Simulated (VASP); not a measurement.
Sb: relaxation of cell and atoms with PBEsol

Crystal: Sb.

```
CELL_PARAMETERS angstrom
0.00000 3.40300 3.40300
3.40300 0.00000 3.40300
3.40300 3.40300 0.00000
ATOMIC_POSITIONS crystal
Sb 0.00000 0.00000 0.00000
Sb 0.25000 0.25000 0.25000
```

- Program: VASP 6.6.1
- Task: relaxation of cell and atoms
- Functional: PBEsol
- Potentials or basis: VASP PAW PBE potentials, release 64 (Sb)
- Cutoff: 600 eV
- k mesh: 14 × 14 × 14
- Occupations: gaussian, width 0.1 eV
- Spin: no spin polarisation
- Dipole correction: no
- Further INCAR settings: ALGO = Normal; EDIFF = 1e-07; IBRION = 2; EDIFFG = -0.01; NSW = 100; ISIF = 3

```json
{"Relaxed volume": "40.68 Å³/atom", "Relaxed cell": "a = 4.864 Å, b = 4.864 Å, c = 4.864 Å, α = 60.00°, β = 60.00°, γ = 60.00°", "Space group after relaxing (to 0.05 Å)": "Fd-3m (No. 227)", "Energy gained by relaxing": "4.6 meV/atom", "Ionic steps": "3", "Pressure after relaxing": "0.0 GPa", "Band gap on the k mesh": "zero (band 5 reaches 4.89 eV, above the bottom of band 6 at 3.62 eV)"}
```

Step by step:
```csv
step,energy change (eV),largest force (eV/Å),pressure (GPa),volume (Å³)
1,0.0000,0.0000,1.19,78.82
2,-0.0083,0.0000,-0.35,82.20
3,-0.0092,0.0000,0.00,81.37
```

Final structure:
```yaml
crystal:
  lattice:
    - [0.00000, 3.43929, 3.43929]
    - [3.43929, 0.00000, 3.43929]
    - [3.43929, 3.43929, 0.00000]
  atoms:
    - { symbol: Sb, position: [0.00000, 0.00000, 0.00000] }
    - { symbol: Sb, position: [0.25000, 0.25000, 0.25000] }
```

Levels at points of the mesh, in eV from the Fermi level:
```
           k point  band 2  band 3  band 4  band 5  band 6  band 7  band 8  band 9
(0.00, 0.00, 0.00)   -5.21   -1.85   -1.85   -1.85    0.48    0.48    0.48    3.79
(0.50, 0.00, 0.00)   -8.16   -2.66   -2.66   -2.30    1.54    1.54    4.14    5.51
(0.50, 0.50, 0.00)   -9.46   -3.56   -3.56   -0.56   -0.56    4.34    4.34    6.21
```

Wall time 110 s on 1 thread of Intel(R) Xeon(R) Platinum 8488C (Sapphire Rapids), with other jobs on the host, peak memory 0.29 GiB.

Caveat: the PAW data sets were made with another functional, which shifts forces and pressure a little; spin-orbit coupling is left out, which moves the levels of the heavy elements.
